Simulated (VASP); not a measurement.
# Al3Si2F (R-3m) in VASP: a series of runs, part 2 of 2

VASP 6.6.1. Earlier steps stand in the parts before.

**3. Relaxation of cell and atoms, PBE**

This run uses another cell than the first one, of 14.28 Å³/atom, 0.758 times its volume.

INCAR reads:

```
ALGO = Normal
EDIFF = 1E-6
EDIFFG = -0.08
ENCUT = 600
GGA = PE
IBRION = 2
ISIF = 3
ISMEAR = 0
LASPH = True
LCHARG = False
LREAL = False
LWAVE = False
NELM = 60
NSW = 36
PREC = Accurate
SIGMA = 0.15
```

KPOINTS reads:

```
k-points
0
Gamma
  4 4 4
```

POSCAR reads:

```
Al3Si2F
1.0
    1.8792812400      1.0850035300      7.0023196200
   -1.8792812400      1.0850035300      7.0023196200
    0.0000000000     -2.1700070600      7.0023196200
Al Si F
3 2 1
Direct
    0.0000000000      0.0000000000      0.0000000000
    0.3664707200      0.3664707200      0.3664707200
    0.6335292800      0.6335292800      0.6335292800
    0.7459748400      0.7459748400      0.7459748400
    0.2540251600      0.2540251600      0.2540251600
    0.5000000000      0.5000000000      0.5000000000
```

Potentials or basis: VASP PAW PBE potentials, release 64 (Al, Si, F).

On the command line:

```sh
cat potpaw_PBE.64/Al/POTCAR potpaw_PBE.64/Si/POTCAR potpaw_PBE.64/F/POTCAR > POTCAR
mpirun -np 1 vasp_std > vasp.out
```

OUTCAR:

```text
EDIFF = 1E-6
   EDIFFG = -0.08
   ENCUT = 600
   GGA = PE
   IBRION = 2
   ISIF = 3
   ISMEAR = 0
   LASPH = True
   LREAL = False
   NELM = 60
   NSW = 36
   PREC = Accurate

 ion  position               nearest neighbor table
   1  0.000  0.000  0.000-   3 2.28   3 2.28   2 2.28   2 2.28   3 2.28   2 2.28   4 2.74   5 2.74
                             4 2.74   5 2.74   4 2.74   5 2.74
   2  0.366  0.366  0.366-   1 2.28   1 2.28   1 2.28   5 2.36   4 2.38   4 2.38   4 2.38   3 2.58
                             3 2.58   3 2.58
   3  0.634  0.634  0.634-   1 2.28   1 2.28   1 2.28   4 2.36   5 2.38   5 2.38   5 2.38   2 2.58
                             2 2.58   2 2.58
   4  0.746  0.746  0.746-   3 2.36   2 2.38   2 2.38   2 2.38   1 2.74   1 2.74   1 2.74
   5  0.254  0.254  0.254-   2 2.36   3 2.38   3 2.38   3 2.38   1 2.74   1 2.74   1 2.74
   6  0.500  0.500  0.500-

  LATTYP: Found a trigonal (rhomboedric) cell.
 ALAT       =     7.3308533405
 COS(alpha) =     0.8685669790

  Lattice vectors:

 A1 = (   1.8792812400,   1.0850035300,   7.0023196200)
 A2 = (  -1.8792812400,   1.0850035300,   7.0023196200)
 A3 = (   0.0000000000,  -2.1700070600,   7.0023196200)

Analysis of symmetry for initial positions (statically):
[... 167 lines left out ...]
  ext. energy  EPLUGINS =         0.00000000
  ---------------------------------------------------
  free energy    TOTEN  =       -19.38340021 eV

  energy without entropy =      -19.35127138  energy(sigma->0) =      -19.36733579

------------------------ aborting loop because EDIFF is reached ----------------------------------------

  FORCE on cell =-STRESS in cart. coord.  units (eV):
  Direction    XX          YY          ZZ          XY          YZ          ZX
  --------------------------------------------------------------------------------------
  -------------------------------------------------------------------------------------
  Total       24.6645459     24.6645459     13.2231085      0.0000000     -0.0000000      0.0000000
  in kB      461.2831555    461.2831557    247.3022305      0.0000000     -0.0000000      0.0000000
  external PRESSURE =     389.9561806 kB  Pullay stress =       0.0000000 kB
[... 600 lines left out ...]
      3      -2.8703      2.00000
      4      -1.5415      2.00000
      5      -1.1380      2.00000
      6      -1.1380      2.00000
[... 8 lines left out ...]
     15       7.3936      0.85063
     16       8.1632      0.00000

[... ionic steps 4 to 25 ...]

--------------------------------------- Ionic step       26  -------------------------------------------

 number of electron      24.0000005 magnetization

------------------------ aborting loop because EDIFF is reached ----------------------------------------
[... 75 lines left out ...]
--------------------------------------- Ionic step       28  -------------------------------------------

 number of electron      24.0000004 magnetization

 Free energy of the ion-electron system (eV)
  ---------------------------------------------------
  ext. energy  EPLUGINS =         0.00000000
  ---------------------------------------------------
  free energy    TOTEN  =       -26.93783380 eV

  energy without entropy =      -26.90595901  energy(sigma->0) =      -26.92189641

 E-fermi :   5.5137     XC(G=0):  -9.0272

 val. band max:        5.4873563376   @ k =  -0.2500   0.5000   0.2500
 cond. band min:       5.5181134883   @ k =   0.5000   0.2500   0.0000
 fundamental gap:      0.0307571507
 Fermi energy:         5.5137144203
[... 278 lines left out ...]
  FREE ENERGIE OF THE ION-ELECTRON SYSTEM (eV)
  ---------------------------------------------------
  free  energy   TOTEN  =       -26.9378337978 eV

  energy  without entropy=      -26.9059590141  energy(sigma->0) =      -26.92189641

 reached required accuracy - stopping structural energy minimisation
```

Wall time 24 min (1 thread of Intel Xeon Platinum 8259CL at 2.50GHz (Skylake/Cascade Lake), shared host); peak memory 0.54 GiB.

What came out:

```
Free energy                            : -26.9378 eV
Relaxed volume                         : 18.88 Å³/atom
Relaxed cell                           : a = 7.944 Å, b = 7.944 Å, c = 7.944 Å, α = 30.33°, β = 30.33°, γ = 30.33°
Space group after relaxing (to 0.05 Å) : R-3m (No. 166)
Energy gained by relaxing              : 1259.1 meV/atom
Ionic steps                            : 28
Pressure after relaxing                : 0.1 GPa
Largest force after relaxing           : 0.032 eV/Å
Band gap on the k mesh                 : zero (band 12 reaches 5.53 eV, above the bottom of band 13 at 4.76 eV)
```

Forces on the atoms (eV/Å):
```
Al   0.000  0.000  0.000
Al   0.000  0.000 -0.003
Al   0.000  0.000  0.003
Si   0.000  0.000 -0.032
Si   0.000  0.000  0.032
F    0.000  0.000  0.000
```

Stress tensor (GPa, compression positive):
```
 0.37  0.00  0.00
 0.00  0.37  0.00
 0.00  0.00 -0.41
```

Step by step:
```tsv
step	energy change (eV)	largest force (eV/Å)	pressure (GPa)	volume (Å³)
1	0.0000	4.2878	39.00	85.67
2	-3.4668	0.9694	-8.03	136.09
3	-3.9036	1.5184	-1.60	118.05
4	-3.9048	1.4893	-1.96	118.76
5	-4.2067	1.6192	-1.78	116.26
6	-5.1691	1.7942	0.42	108.75
7	-5.4467	2.8001	15.68	93.70
8	-5.5364	1.9353	2.47	104.32
9	-6.0172	1.3564	6.21	99.01
10	-6.0020	0.5921	9.52	96.36
11	-6.0452	0.9255	7.66	97.69
12	-6.1908	0.7042	6.46	99.60
13	-6.1996	0.7273	6.24	100.18
14	-6.3824	0.8130	3.13	103.82
15	-6.5628	0.9289	-2.28	112.13
16	-6.5664	0.9379	-2.90	113.40
17	-6.7019	0.9959	-2.44	113.15
18	-6.9438	1.1050	-0.86	112.25
19	-6.9548	1.4202	3.40	109.47
20	-7.0464	1.0425	0.36	111.25
21	-7.2109	0.8966	0.47	111.36
22	-7.5231	0.3445	1.03	111.63
23	-7.5284	0.5130	1.26	111.69
24	-7.5315	0.3501	1.17	111.67
25	-7.5492	0.2140	-0.07	113.63
26	-7.5499	0.1847	-0.33	114.09
27	-7.5534	0.0860	-0.10	113.64
28	-7.5544	0.0322	0.11	113.27
```

Final structure:
```yaml
crystal:
  lattice:
    - [2.07791, 1.19968, 7.57307]
    - [-2.07791, 1.19968, 7.57307]
    - [0.00000, -2.39936, 7.57307]
  atoms:
    - { symbol: Al, position: [0.00000, 0.00000, 0.00000] }
    - { symbol: Al, position: [0.41825, 0.41825, 0.41825] }
    - { symbol: Al, position: [0.58175, 0.58175, 0.58175] }
    - { symbol: Si, position: [0.71799, 0.71799, 0.71799] }
    - { symbol: Si, position: [0.28201, 0.28201, 0.28201] }
    - { symbol: F, position: [0.50000, 0.50000, 0.50000] }
```

Levels at points of the mesh, in eV from the Fermi level:
```
           k point  band 8  band 9  band 10  band 11  band 12  band 13  band 14  band 15  band 16
(0.00, 0.00, 0.00)   -1.72   -1.72    -0.89    -0.89    -0.16     0.77     0.77     1.38     1.70
(0.50, 0.00, 0.00)   -5.47   -3.71    -2.19    -2.05    -1.36    -0.55     0.68     3.45     3.63
(0.50, 0.50, 0.00)   -5.11   -3.65    -2.35    -1.55    -1.48    -0.75     1.02     2.39     3.67
(0.50, 0.50, 0.50)   -1.67   -1.67    -0.91    -0.91    -0.69     0.36     0.62     0.62     1.76
```

Caveat: the k points lie up to 0.44 Å⁻¹ apart in the final cell; the volume moved by over 15 % at a fixed basis, so the end points are rough; the relaxation stopped at a loose force limit of 0.08 eV/Å, so its end isn't a converged minimum.

**4. Single point, PBE**

This run uses another cell than the first one, of 16.20 Å³/atom, 0.860 times its volume.

INCAR reads:

```
SYSTEM = Al3Si2F
  PREC = Accurate
  ENCUT = 600
  EDIFF = 1E-6
  ISMEAR = 0
  SIGMA = 0.15
  LREAL = .FALSE.
  LASPH = .TRUE.
  NELM = 120
  ALGO = Normal
  ISIF = 2
  LWAVE = .FALSE.
  LCHARG = .FALSE.
  GGA = PE
  NBANDS = 21
  GGA_COMPAT = .FALSE.
```

KPOINTS reads:

```
regular mesh
0
G
  3 3 3
  0 0 0
```

POSCAR reads:

```
Al3Si2F
1.0
    2.9923111656      1.7276116557      3.1341377469
   -2.9923111656      1.7276116557      3.1341377469
    0.0000000000     -3.4552233152      3.1341377448
Al Si F
3 2 1
Direct
    0.0000000000      0.5000000000      0.0000000000
    0.5000000000      0.0000000000      0.0000000000
    0.0000000000      0.0000000000      0.5000000000
    0.6379649965      0.6379649965      0.6379649965
    0.3620350035      0.3620350035      0.3620350035
    0.0000000000      0.0000000000      0.0000000000
```

Potentials or basis: VASP PAW PBE potentials, release 64 (Al, Si, F).

On the command line:

```sh
cat potpaw_PBE.64/Al/POTCAR potpaw_PBE.64/Si/POTCAR potpaw_PBE.64/F/POTCAR > POTCAR
mpirun -np 1 vasp_std > vasp.out
```

OUTCAR:

```text
SYSTEM = Al3Si2F
   PREC = Accurate
   ENCUT = 600
   EDIFF = 1E-6
   ISMEAR = 0
   LREAL = .FALSE.
   LASPH = .TRUE.
   NELM = 120
   ISIF = 2
   GGA = PE

 ion  position               nearest neighbor table
   1  0.000  0.500  0.000-   6 2.33   6 2.33   4 2.52   5 2.52   2 2.99   2 2.99   3 2.99   3 2.99

   2  0.500  0.000  0.000-   6 2.33   6 2.33   4 2.52   5 2.52   1 2.99   1 2.99   3 2.99   3 2.99

   3  0.000  0.000  0.500-   6 2.33   6 2.33   4 2.52   5 2.52   2 2.99   1 2.99   1 2.99   2 2.99

   4  0.638  0.638  0.638-   1 2.52   2 2.52   3 2.52   5 2.59
   5  0.362  0.362  0.362-   1 2.52   2 2.52   3 2.52   4 2.59
   6  0.000  0.000  0.000-   1 2.33   2 2.33   1 2.33   2 2.33   3 2.33   3 2.33
[... 332 lines left out ...]
  Total        0.0232331      0.0232331     -0.0343370      0.0000000      0.0000000     -0.0000000
  in kB        0.3829092      0.3829092     -0.5659141      0.0000000      0.0000000     -0.0000000
  external PRESSURE =       0.0666348 kB  Pullay stress =       0.0000000 kB

 VOLUME and BASIS-vectors are now :
 -----------------------------------------------------------------------------
  energy-cutoff  :      600.00
  volume of cell :       97.21
      direct lattice vectors                 reciprocal lattice vectors
     2.992311166  1.727611656  3.134137747     0.167094922  0.096472298  0.106355674
    -2.992311166  1.727611656  3.134137747    -0.167094922  0.096472298  0.106355674
     0.000000000 -3.455223315  3.134137745     0.000000000 -0.192944596  0.106355674

 POSITION                                       TOTAL-FORCE (eV/Angst)
 -----------------------------------------------------------------------------------
     -1.49616      0.86381      1.56707         0.000000      0.000000     -0.000000
      1.49616      0.86381      1.56707         0.000000      0.000000     -0.000000
      0.00000     -1.72761      1.56707         0.000000      0.000000      0.000000
      0.00000     -0.00000      5.99841         0.000000     -0.000000      0.032551
      0.00000     -0.00000      3.40400         0.000000      0.000000     -0.032551
      0.00000      0.00000      0.00000        -0.000000      0.000000      0.000000
 -----------------------------------------------------------------------------------
    total drift:                                0.000000     -0.000000      0.000000

  FREE ENERGIE OF THE ION-ELECTRON SYSTEM (eV)
  ---------------------------------------------------
  free  energy   TOTEN  =       -24.9529244519 eV

  energy  without entropy=      -24.9186624811  energy(sigma->0) =      -24.93579347
```

stdout:

```text
POSCAR found type information on POSCAR AlSiF
 POSCAR found :  3 types and       6 ions
 scaLAPACK will be used
 LDA part: xc-table for (Slater+PW92), standard interpolation
 POSCAR, INCAR and KPOINTS ok, starting setup
 FFT: planning ... GRIDC
 FFT: planning ... GRID_SOFT
 FFT: planning ... GRID
 WAVECAR not read
 entering main loop
```

It took 14 s on 1 thread of Intel Xeon Platinum 8559C (Emerald Rapids), shared host; peak memory 0.23 GiB.

Results:

| Property | Result |
| --- | --- |
| Free energy | -24.9529 eV |
| Pressure | 0.0 GPa |
| Largest force | 0.033 eV/Å |
| Band gap on the k mesh | zero (band 12 reaches 7.75 eV, above the bottom of band 13 at 6.66 eV) |

Forces on the atoms (eV/Å):
```
Al   0.000  0.000  0.000
Al   0.000  0.000  0.000
Al   0.000  0.000  0.000
Si   0.000  0.000  0.033
Si   0.000  0.000 -0.033
F    0.000  0.000  0.000
```

Caveat: the k points lie up to 0.46 Å⁻¹ apart.

**5. Single point, PBE**

This run uses another cell than the first one, of 16.24 Å³/atom, 0.862 times its volume.

INCAR reads:

```
SYSTEM = Al3Si2F
PREC = Accurate
ENCUT = 600
EDIFF = 1E-6
ISMEAR = 0
SIGMA = 0.15
LREAL = .FALSE.
LASPH = .TRUE.
NELM = 120
ALGO = Normal
ISIF = 2
LWAVE = .FALSE.
LCHARG = .TRUE.
GGA = PE
LELF = .TRUE.
LVHAR = .TRUE.
NBANDS = 21
GGA_COMPAT = .FALSE.
```

KPOINTS is that of step 4.

POSCAR reads:

```
Al3Si2F
1.0
    2.9946176203      1.7289432892      3.1365312532
   -2.9946176203      1.7289432892      3.1365312532
    0.0000000000     -3.4578865784      3.1365312532
Al Si F
3 2 1
Direct
    0.0000000000      0.5000000000      0.5000000000
    0.5000000000      0.0000000000      0.5000000000
    0.5000000000      0.5000000000      0.0000000000
    0.1381487345      0.1381487345      0.1381487345
    0.8618512655      0.8618512655      0.8618512655
    0.5000000000      0.5000000000      0.5000000000
```

On the command line:

```sh
cat potpaw_PBE.64/Al/POTCAR potpaw_PBE.64/Si/POTCAR potpaw_PBE.64/F/POTCAR > POTCAR
mpirun -np 1 vasp_std > vasp.out
```

Wall time 16 s (1 thread of Intel Xeon Platinum 8559C (Emerald Rapids), shared host); peak memory 0.23 GiB.

The run converged. Its results:

```
Free energy            : -24.9530 eV
Pressure               : -0.1 GPa
Largest force          : 0.029 eV/Å
Band gap on the k mesh : zero (band 12 reaches 7.71 eV, above the bottom of band 13 at 6.63 eV)
```

Forces on the atoms (eV/Å):
```
Al   0.000  0.000  0.000
Al   0.000  0.000  0.000
Al   0.000  0.000  0.000
Si   0.000  0.000  0.029
Si   0.000  0.000 -0.029
F    0.000  0.000  0.000
```

Stress tensor (GPa, compression positive):
```
-0.08  0.00  0.00
 0.00 -0.08  0.00
 0.00  0.00 -0.21
```

Levels at points of the mesh, in eV from the Fermi level:
```
           k point  band 8  band 9  band 10  band 11  band 12  band 13  band 14  band 15  band 16  band 17
(0.00, 0.00, 0.00)   -3.91   -3.91    -1.96    -1.96     0.52     0.56     0.56     0.74     1.58     1.58
```

Caveat: the k points lie up to 0.46 Å⁻¹ apart.

**6. Overview**

```tsv
task	cell	k mesh	cutoff (eV)	gap on the mesh (eV)	pressure (GPa)	largest force (eV/Å)
single point	a = 7.912 Å, angles 30.5°, 6 atoms	4 × 4 × 4	520	none	0.2	0.02
relaxation of cell and atoms	relaxed from a = 7.331 Å, angles 29.7°, 6 atoms	4 × 4 × 4	600	none	0.1	0.03
single point	a = 4.665 Å, angles 79.8°, 6 atoms	3 × 3 × 3	600	none	0.0	0.03
single point	a = 4.668 Å, angles 79.8°, 6 atoms	3 × 3 × 3	600	none	-0.1	0.03
```

Alike in all rows: level PBE; potentials or basis VASP PAW PBE potentials, release 64 (Al, Si, F); no spin polarisation; smearing gaussian 0.15 eV.

Caveats: all runs use coarse meshes; the volume moved by over 15 % at a fixed basis, so the end points are rough (some runs); the relaxation stopped at a loose force limit of 0.08 eV/Å, so its end isn't a converged minimum (some runs).

Total energies depend on the potentials used, so only differences within one code and one set of settings carry meaning.
